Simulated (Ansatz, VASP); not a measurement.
Ag in VASP and in Ansatz

```xyz
1
Lattice="-1.4775 1.4775 1.9208 1.4775 -1.4775 1.9208 1.4775 1.4775 -1.9208" Properties=species:S:1:pos:R:3 pbc="T T T"
Ag    0.0000    0.0000    0.0000
```

Alike in both runs: task single point; functional PBEsol; k mesh 28 × 28 × 28; occupations gaussian, width 0.15 eV; no spin polarisation.

|  | VASP | Ansatz |
| --- | --- | --- |
| version | VASP 6.6.1 | Ansatz 0.2.0 |
| potentials or method | VASP PAW PBE potentials, release 64 (Ag), cutoff 520 eV | scalar-relativistic, plane waves, PAW |
| valence electrons in the cell | 11 | 19 |

|  | VASP | Ansatz | Ansatz less VASP |
| --- | --- | --- | --- |
| gap on the k mesh at the Fermi level (eV) | none | none | - |
| pressure (GPa) | -0.9 | -0.6 | +0.25 |
| traceless stress, the component that is largest in VASP (GPa) | 1.34 | 1.35 | +0.013 |

VASP's potentials were made for PBE, not for PBEsol. A gap of «none» marks a metal or a gap that the smearing closes. VASP's potentials hold 11 valence electrons a cell and Ansatz's 19, so a difference there can come from the potentials and not from the codes.
